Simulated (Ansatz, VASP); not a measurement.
# CdF2 in VASP and in Ansatz

```
Cd F
1.0
    -0.30143    2.74027    2.66711
     2.74027   -0.30143    2.66711
     2.43884    2.43884    0.00000
Cd F
1 2
Direct
  0.00000 0.00000 0.00000
  0.25000 0.25000 0.25000
  0.75000 0.75000 0.75000
```

Change from the starting cell: engineering shear strain xy -0.2200, normal strain along z -0.0267.

Alike in both runs: task single point; functional PBE; k mesh 8 × 8 × 8; occupations gaussian, width 0.05 eV; no spin polarisation.

```csv
,VASP,Ansatz
version,VASP 6.6.1,Ansatz 0.2.0
potentials or method,"VASP PAW PBE potentials, release 64 (Cd_sv_GW, F), cutoff 700 eV","scalar-relativistic, plane waves, PAW"
valence electrons in the cell,34,34
```

```tsv
	VASP	Ansatz	Ansatz less VASP
gap on the k mesh at the Fermi level (eV)	2.92	2.93	+0.011
least direct gap on the mesh (eV)	3.16	3.17	+0.010
pressure (GPa)	8.6	9.0	+0.35
traceless stress, the component that is largest in VASP (GPa)	7.62	7.42	-0.201
rms of the force components (eV/Å)	0.310	0.305	-0.0058
```

Atom by atom the forces differ by 0.006 eV/Å (rms over components).
